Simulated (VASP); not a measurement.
A run of VASP 6.6.1 is set up as follows.

INCAR

```
PREC     = Accurate       # precision mode
ENCUT    = 600            # plane-wave cutoff, eV
EDIFF    = 1E-6           # SCF threshold, eV
ISMEAR   = -1             # smearing method
SIGMA    = 0.06122561905347299 # smearing width, eV
LREAL    = False          # projectors in reciprocal space
LASPH    = True           # aspherical terms in the spheres
NELM     = 120            # most SCF steps
ALGO     = Normal         # electronic algorithm
ISIF     = 2              # what is computed and relaxed
LWAVE    = False          # write WAVECAR
LCHARG   = False          # write CHGCAR
GGA      = PE             # functional
NBANDS   = 22             # bands
GGA_COMPAT= False
```

The input KPOINTS:

```
Automatic mesh
0
Gamma
  13 13 13
```

File POSCAR:

```
Cr2O
1.0
    0.0000000000      2.4276465720      2.4276465720
    2.4276465720      0.0000000000      2.4276465720
    2.4276465720      2.4276465720      0.0000000000
Cr O
2 1
Direct
    0.2500000000      0.2500000000      0.2500000000
    0.7500000000      0.7500000000      0.7500000000
    0.0000000000      0.0000000000      0.0000000000
```

Potentials or basis: VASP PAW PBE potentials, release 64 (Cr_pv, O).

Launch:

```sh
$ cat potpaw_PBE.64/Cr_pv/POTCAR potpaw_PBE.64/O/POTCAR > POTCAR
$ mpirun -np 1 vasp_std > vasp.out
```

Problem. Predict the band gap on the k mesh.

Solution. Zero (bands 15 and 16 overlap by 1.14 eV).

Problem. Estimate the pressure.

Solution. 14.8 GPa.

Caveat: the cell stands under pressure; the run has no spin polarisation, though such a crystal can be magnetic. With open d or f shells a metallic result of PBE can be an artefact of self-interaction; +U or a hybrid may open a gap.
